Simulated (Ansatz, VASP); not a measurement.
# CaInC4N4 in VASP and in Ansatz

The input INCAR:

```
PREC = Accurate
ENCUT = 520
EDIFF = 1E-7
ISMEAR = 0
SIGMA = 0.1
LREAL = F
LASPH = T
NELM = 100
ALGO = Normal
ISIF = 2
LWAVE = F
LCHARG = F
GGA = PE
NBANDS = 40
```

The input KPOINTS:

```
Automatic mesh
0
Gamma
  4 4 4
```

The input POSCAR:

```
CaInC4N4
1.0
    6.2134436000      0.0000000000      0.0000000000
    0.0000000000      6.2134436000      0.0000000000
    0.0000000000      0.0000000000      6.2134436000
Ca In C N
1 1 4 4
Direct
    0.5000000000      0.5000000000      0.5000000000
    0.0000000000      0.0000000000      0.0000000000
    0.1859319800      0.1859319800      0.1859319800
    0.1859319800      0.8140680200      0.8140680200
    0.8140680200      0.1859319800      0.8140680200
    0.8140680200      0.8140680200      0.1859319800
    0.2946478300      0.2946478300      0.2946478300
    0.2946478300      0.7053521700      0.7053521700
    0.7053521700      0.2946478300      0.7053521700
    0.7053521700      0.7053521700      0.2946478300
```

Input for Ansatz:

```yaml
crystal:
  lattice:
    - [6.2134436, 0.0, 0.0]
    - [0.0, 6.2134436, 0.0]
    - [0.0, 0.0, 6.2134436]
  atoms:
    - { symbol: Ca, position: [0.5, 0.5, 0.5] }
    - { symbol: In, position: [0.0, 0.0, 0.0] }
    - { symbol: C, position: [0.18593198, 0.18593198, 0.18593198] }
    - { symbol: C, position: [0.18593198, 0.81406802, 0.81406802] }
    - { symbol: C, position: [0.81406802, 0.18593198, 0.81406802] }
    - { symbol: C, position: [0.81406802, 0.81406802, 0.18593198] }
    - { symbol: "N", position: [0.29464783, 0.29464783, 0.29464783] }
    - { symbol: "N", position: [0.29464783, 0.70535217, 0.70535217] }
    - { symbol: "N", position: [0.70535217, 0.29464783, 0.70535217] }
    - { symbol: "N", position: [0.70535217, 0.70535217, 0.29464783] }
basis:
  ecutwfc: 420
kpoints:
  mp_grid: { grid: [4, 4, 4] }
hamiltonian:
  xc: pbe
scf:
  occupations: { method: gaussian, width: 0.1 }
  lower_state_search: "off"
output:
  forces: true
  stress: true
  eigenvalues: true
```

Alike in both runs: task single point; functional PBE; k mesh 4 × 4 × 4; occupations gaussian, width 0.1 eV; no spin polarisation.

|  | VASP | Ansatz |
| --- | --- | --- |
| version | VASP 6.6.1 | Ansatz 0.2.0 |
| potentials or method | VASP PAW PBE potentials, release 64 (Ca_sv, In_d, C, N), cutoff 520 eV | scalar-relativistic, plane waves, PAW |
| valence electrons in the cell | 59 | 59 |

Ansatz gave:

* gap on the k mesh at the Fermi level (eV): none
* pressure (GPa): 8.1
* rms of the force components (eV/Å): 0.870

Problem. Which values does VASP return?

Solution. gap on the k mesh at the Fermi level (eV): none; pressure (GPa): 8.4; rms of the force components (eV/Å): 0.691.

Atom by atom the forces differ by 0.201 eV/Å (rms over components). A gap of «none» marks a metal or a gap that the smearing closes. The functional is the same, so the differences come from potentials, cutoffs and numerics.

Noted on VASP's run: the standard files for N, O and F lose accuracy on very short bonds.
